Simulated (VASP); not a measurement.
Write the native input for VASP 6.6.1 that does the following.

```
Task                   : single point
Functional             : PBE
Potentials or basis    : VASP PAW PBE potentials, release 64 (Cs_sv, N)
Cutoff                 : 520 eV
k mesh                 : 6 × 6 × 6
Occupations            : gaussian, width 0.1 eV
Spin                   : collinear spin, ferromagnetic start
Starting moments       : [0.0, 0.0, 0.0, 0.0, 1.72, 1.72, 1.72] μB
Dipole correction      : no
Further INCAR settings : ALGO = Normal; EDIFF = 1e-06; NBANDS = 38
```

The structure of Cs4N3 lies in POSCAR:

```
Cs4N3
1.0
    6.2677011385      0.0000000000      0.0000000000
    0.0000000000      6.2677011385      0.0000000000
    0.0000000000      0.0000000000      6.2677011385
Cs N
4 3
Direct
    0.5000000000      0.0000000000      0.0000000000
    0.0000000000      0.5000000000      0.0000000000
    0.0000000000      0.0000000000      0.5000000000
    0.5000000000      0.5000000000      0.5000000000
    0.0000000000      0.5000000000      0.5000000000
    0.5000000000      0.0000000000      0.5000000000
    0.5000000000      0.5000000000      0.0000000000
```

The cell was generated, and may not be a known phase.

The input as run:

INCAR

```
  PREC = Accurate
  ENCUT = 520
  EDIFF = 1E-6
  ISMEAR = 0
  SIGMA = 0.1
  LREAL = F
  LASPH = T
  NELM = 150
  ALGO = Normal
  ISIF = 2
  LWAVE = F
  LCHARG = T
  ISPIN = 2
  MAGMOM = 0 0 0 0 1.72 1.72 1.72
  LORBIT = 11
  GGA = PE
  LELF = T
  LVHAR = T
  NBANDS = 38
```

KPOINTS

```
regular mesh
0
Gamma
  6 6 6
```

Potentials or basis: VASP PAW PBE potentials, release 64 (Cs_sv, N).

Run with:

```console
$ cat potpaw_PBE.64/Cs_sv/POTCAR potpaw_PBE.64/N/POTCAR > POTCAR
$ mpirun -np 1 vasp_std > vasp.out
```

It gave:

* Pressure: 0.1 GPa
* Band gap on the k mesh: zero (filled and empty bands overlap)
* Net moment: 5.01 μB per cell
* Site moments: Cs +0.03, +0.09 (each value once); N +1.06 μB
* Valence electrons inside the program's atomic spheres: Cs 6.57; N 3.42

Caveat: spin-orbit coupling is left out, which moves the levels of the heavy elements.

Run time: 15 min on 1 thread of Intel Xeon 8259CL, on a shared host, peak memory 0.56 GiB.
